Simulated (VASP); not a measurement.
# Li5Mg (P-62m) in VASP: further runs

Li5Mg is run at these levels: LDA; tasks: single point.

All numbers are computed with VASP 6.6.1; they aren't measurements. Logs are shortened: lines on timing, memory, paths and dates and some standing lists are left out, and cuts for length are marked.

## 1. The cell of the first run

The structure is hexagonal, space group P-62m (No. 189). Conventional cell: a = 5.274 Å, b = 5.274 Å, c = 5.053 Å, α = 90.00°, β = 90.00°, γ = 120.00°. Li (site symmetry m2m) has 10 Li at 3.04 to 3.08 Å and 2 Mg at 3.07 Å within 4.0 Å. Within 4.0 Å of Li (site symmetry -6) lie 9 Li at 3.05 to 3.08 Å and 3 Mg at 3.05 Å. Mg (site symmetry -62m) has 12 Li at 3.05 to 3.07 Å within 4.0 Å.

## 2. Single point, LDA

Input file INCAR:

```
  ALGO = Normal
  EDIFF = 1E-6
  ENCUT = 520
  ISIF = 2
  ISMEAR = 1
  LASPH = True
  LCHARG = True
  LELF = True
  LREAL = False
  LVHAR = True
  LWAVE = False
  NBANDS = 18
  NELM = 80
  PREC = Accurate
  SIGMA = 0.15
```

Input file KPOINTS:

```
k-points
0
Gamma
  3 3 3
```

Input file POSCAR:

```
Li5Mg
1.0
    5.2741255200      0.0000000000      0.0000000000
   -2.6370627600      4.5675266831      0.0000000000
    0.0000000000      0.0000000000      5.0531989800
Li Mg
5 1
Direct
    0.3322508100      0.0000000000      0.0000000000
    0.0000000000      0.3322508100      0.0000000000
    0.6677491900      0.6677491900      0.0000000000
    0.6666666667      0.3333333333      0.5000000000
    0.3333333333      0.6666666667      0.5000000000
    0.0000000000      0.0000000000      0.5000000000
```

Potentials or basis: VASP PAW LDA potentials, release 64 (Li_sv, Mg).

Command:

```sh
$ cat potpaw_LDA.64/Li_sv/POTCAR potpaw_LDA.64/Mg/POTCAR > POTCAR
$ mpirun -np 1 vasp_std > vasp.out
```

OUTCAR:

```text
EDIFF = 1E-6
   ENCUT = 520
   ISIF = 2
   ISMEAR = 1
   LASPH = True
   LREAL = False
   NELM = 80
   PREC = Accurate

 ion  position               nearest neighbor table
   1  0.332  0.000  0.000-   6 3.07   6 3.07
   2  0.000  0.332  0.000-   6 3.07   6 3.07
   3  0.668  0.668  0.000-   6 3.07   6 3.07
   4  0.667  0.333  0.500-   6 3.05   6 3.05   6 3.05
   5  0.333  0.667  0.500-   6 3.05   6 3.05   6 3.05
   6  0.000  0.000  0.500-   4 3.05   5 3.05   4 3.05   5 3.05   4 3.05   5 3.05   1 3.07   1 3.07
                             2 3.07   3 3.07   3 3.07   2 3.07

  LATTYP: Found a hexagonal cell.
 ALAT       =     5.2741255200
 C/A-ratio  =     0.9581112472

  Lattice vectors:

 A1 = (   5.2741255200,   0.0000000000,   0.0000000000)
 A2 = (  -2.6370627600,   4.5675266831,   0.0000000000)
 A3 = (   0.0000000000,   0.0000000000,   5.0531989800)

Analysis of symmetry for initial positions (statically):
=====================================================================
 Subroutine PRICEL returns:
 Original cell was already a primitive cell.

 Routine SETGRP: Setting up the symmetry group for a
 hexagonal supercell.

 Subroutine GETGRP returns: Found 12 space group operations
 (whereof 12 operations were pure point group operations)
 out of a pool of 24 trial point group operations.

The static configuration has the point symmetry D_3h.

Analysis of symmetry for dynamics (positions and initial velocities):
=====================================================================
 Subroutine PRICEL returns:
 Original cell was already a primitive cell.

 Routine SETGRP: Setting up the symmetry group for a
 hexagonal supercell.

 Subroutine GETGRP returns: Found 12 space group operations
 (whereof 12 operations were pure point group operations)
 out of a pool of 24 trial point group operations.

The dynamic configuration has the point symmetry D_3h.

 Subroutine INISYM returns: Found 12 space group operations
 (whereof 12 operations are pure point group operations),
 and found     1 'primitive' translations

----------------------------------------------------------------------------------------

                                     Primitive cell

  volume of cell :     121.7301

[... 77 lines left out ...]
   EDIFF  = 0.1E-05   stopping-criterion for ELM
   LREAL  =      F    real-space projection
   EDIFFG = 0.1E-04   stopping-criterion for IOM
   NSW    =      0    number of steps for IOM
   IBRION =     -1    ionic relax: 0-MD 1-quasi-New 2-CG
   NFREE  =      0    steps in history (QN), initial steepest desc. (CG)
   ISIF   =      2    stress and relaxation
   ISYM   =      2    0-nonsym 1-usesym 2-fastsym
   POTIM  = 0.5000    time-step for ionic-motion
   TEBEG  =    0.0;   TEEND  =   0.0 temperature during run
   PSTRESS=    0.0 pullay stress
   NELECT =      17.0000    total number of electrons
   NUPDOWN=      -1.0000    fix difference up-down
   EMIN   =  10.00;   EMAX   =-10.00  energy-range for DOS
   EFERMI =   0.00;   METHOD = LEGACY
   ISMEAR =     1;   SIGMA  =   0.15  broadening in eV -4-tet -1-fermi 0-gaus
   EFERMI_NEDOS =   21; number of points for ismear=-14 and -15
   IALGO  =     38    algorithm
   IMIX   =      4    mixing-type and parameters
     AMIX     =   0.40;   BMIX     =  1.00
     AMIX_MAG =   1.60;   BMIX_MAG =  1.00
  volume/ion in A,a.u.               =      20.29       136.91
  Fermi-wavevector in a.u.,A,eV,Ry     =   0.849360  1.605058  9.815412  0.721412
  Thomas-Fermi vector in A             =   1.965169
   LORBIT       =      0    0 simple, 1 ext, 2 COOP (PROOUT), +10 PAW based schemes
   GGA     = CA    functional components
   LHFCALC =     F    Hartree Fock is set to
   AEXX    =    0.0000 exact exchange contribution
   IVDW    =     0    specifies the selected vdW correction
   LEPSILON=     F    determine dielectric tensor
   LRPA    =     F    only Hartree local field effects (RPA)
 non-spin polarized calculation
 Methfessel and Paxton  Order N= 1 SIGMA  =   0.15
  energy-cutoff  :      520.00
  volume of cell :      121.73
 maximum number of plane-waves:      3284
 NGX is ok and might be reduce to    40
   NGX = 19   NGY = 19   NGZ = 19

 number of electron      17.0000020 magnetization

 Free energy of the ion-electron system (eV)
  ---------------------------------------------------
  ext. energy  EPLUGINS =         0.00000000
  ---------------------------------------------------
  free energy    TOTEN  =       -12.09095984 eV

  energy without entropy =      -12.08911390  energy(sigma->0) =      -12.09034453

 E-fermi :   1.1467     XC(G=0):  -7.4974

 val. band max:        0.9411450342   @ k =   0.3333   0.3333   0.3333
 cond. band min:       1.1654454892   @ k =   0.3333   0.0000   0.3333
 fundamental gap:      0.2243004550
 Fermi energy:         1.1467341108

 k-point     1 :       0.0000    0.0000    0.0000
  band No.  band energies     occupation
      1     -44.6280      2.00000
      2     -44.6115      2.00000
      3     -44.6115      2.00000
      4     -44.5177      2.00000
      5     -44.5075      2.00000
      6      -3.3918      2.00000
[... 103 lines left out ...]
      5     -44.5128      2.00000
      6      -1.7250      2.00000
[... 10 lines left out ...]
     17       7.0808      0.00000
     18       8.3802      0.00000

------------------------ aborting loop because EDIFF is reached ----------------------------------------

  FORCE on cell =-STRESS in cart. coord.  units (eV):
  Direction    XX          YY          ZZ          XY          YZ          ZX
  --------------------------------------------------------------------------------------
  -------------------------------------------------------------------------------------
  Total       -0.7606051     -0.7606051     -1.5663200      0.0000000      0.0000000      0.0000000
  in kB      -10.0108706    -10.0108706    -20.6154638      0.0000000      0.0000000      0.0000000
  external PRESSURE =     -13.5457350 kB  Pullay stress =       0.0000000 kB

 VOLUME and BASIS-vectors are now :
 -----------------------------------------------------------------------------
  energy-cutoff  :      520.00
  volume of cell :      121.73
      direct lattice vectors                 reciprocal lattice vectors
     5.274125520  0.000000000  0.000000000     0.189604892  0.109468435  0.000000000
    -2.637062760  4.567526683  0.000000000     0.000000000  0.218936871  0.000000000
     0.000000000  0.000000000  5.053198980     0.000000000  0.000000000  0.197894443

 POSITION                                       TOTAL-FORCE (eV/Angst)
 -----------------------------------------------------------------------------------
      1.75233      0.00000      0.00000         0.028538     -0.000000      0.000000
     -0.87617      1.51756      0.00000        -0.014269      0.024715      0.000000
      1.76090      3.04996      0.00000        -0.014269     -0.024715      0.000000
      2.63706      1.52251      2.52660        -0.000000     -0.000000      0.000000
     -0.00000      3.04502      2.52660        -0.000000     -0.000000      0.000000
      0.00000      0.00000      2.52660        -0.000000      0.000000      0.000000
 -----------------------------------------------------------------------------------
    total drift:                               -0.000001     -0.000001     -0.000000

  FREE ENERGIE OF THE ION-ELECTRON SYSTEM (eV)
  ---------------------------------------------------
  free  energy   TOTEN  =       -12.0909598363 eV

  energy  without entropy=      -12.0891139025  energy(sigma->0) =      -12.09034453
```

Run time: 14 s. Hardware: 1 thread of Intel Xeon Platinum 8259CL at 2.50GHz (Skylake/Cascade Lake), shared host; peak memory 0.19 GiB.

Results:

```
Free energy   : -12.0910 eV
Largest force : 0.029 eV/Å
```

Forces on the atoms (eV/Å):
```
Li   0.029  0.000  0.000
Li  -0.014  0.025  0.000
Li  -0.014 -0.025  0.000
Li   0.000  0.000  0.000
Li   0.000  0.000  0.000
Mg   0.000  0.000  0.000
```

Caveat: the k points lie up to 0.46 Å⁻¹ apart; the cutoff is under 1.25 times the usual one of these potentials, so pressure, stress and relaxed cells hold a basis-set (Pulay) error.

## 3. Single point, LDA

Input file INCAR:

```
ALGO = Normal
EDIFF = 1E-6
ENCUT = 520
GGA = CA
ISIF = 2
ISMEAR = 1
LASPH = True
LCHARG = False
LREAL = False
LWAVE = False
NBANDS = 18
NELM = 80
PREC = Accurate
SIGMA = 0.15
```

KPOINTS is that of step 2.

POSCAR is that of step 2.

Potentials or basis: VASP PAW LDA potentials, release 64 (Li_sv, Mg).

Command:

```sh
$ cat potpaw_LDA.64/Li_sv/POTCAR potpaw_LDA.64/Mg/POTCAR > POTCAR
$ mpirun -np 1 vasp_std > vasp.out
```

Wall time 9.9 s (1 thread of Intel Xeon Platinum 8259CL at 2.50GHz (Skylake/Cascade Lake), shared host); peak memory 0.19 GiB.

The run converged. Its results:

```yaml
Free_energy: -12.0910 eV
Largest_force: 0.029 eV/Å
```

Forces in eV/Å, atoms in the order of the input:
```
Li   0.029  0.000  0.000
Li  -0.014  0.025  0.000
Li  -0.014 -0.025  0.000
Li   0.000  0.000  0.000
Li   0.000  0.000  0.000
Mg   0.000  0.000  0.000
```

Levels at points of the mesh, in eV from the Fermi level:
| k point | band 4 | band 5 | band 6 | band 7 | band 8 | band 9 | band 10 | band 11 | band 12 | band 13 |
| --- | --- | --- | --- | --- | --- | --- | --- | --- | --- | --- |
| (0.00, 0.00, 0.00) | -45.66 | -45.65 | -4.54 | -0.58 | 0.83 | 0.83 | 1.13 | 1.65 | 1.65 | 1.99 |

Caveat: the k points lie up to 0.46 Å⁻¹ apart; the cutoff is under 1.25 times the usual one of these potentials, so pressure, stress and relaxed cells hold a basis-set (Pulay) error.
